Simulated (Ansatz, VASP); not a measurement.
**One calculation of BeS2, two programs**

```
CELL_PARAMETERS angstrom
-3.11430 3.11430 0.00000
3.11430 3.11430 0.00000
1.55715 -1.55715 -5.08879
ATOMIC_POSITIONS crystal
Be 0.00000 0.00000 0.00000
Be 0.50000 0.50000 0.00000
S 0.39226 0.00000 0.78453
S 0.89226 0.50000 0.78453
S 0.60774 0.00000 0.21547
S 0.10774 0.50000 0.21547
```

Alike in both runs: task single point; functional PBE; k mesh 6 × 6 × 6; occupations gaussian, width 0.1 eV; no spin polarisation.

|  | VASP | Ansatz |
| --- | --- | --- |
| version | VASP 6.6.1 | Ansatz 0.2.0 |
| potentials or method | VASP PAW PBE potentials, release 64 (Be, S), cutoff 520 eV | scalar-relativistic, plane waves, PAW |
| valence electrons in the cell | 28 | 28 |

```tsv
	VASP	Ansatz	Ansatz less VASP
gap on the k mesh at the Fermi level (eV)	none	none	-
pressure (GPa)	-0.6	-0.3	+0.27
traceless stress, the component that is largest in VASP (GPa)	-1.48	-1.03	+0.450
rms of the force components (eV/Å)	0.135	0.089	-0.0464
```

Atom by atom the forces differ by 0.046 eV/Å (rms over components). A gap of «none» marks a metal or a gap that the smearing closes. The functional is the same, so the differences come from potentials, cutoffs and numerics.
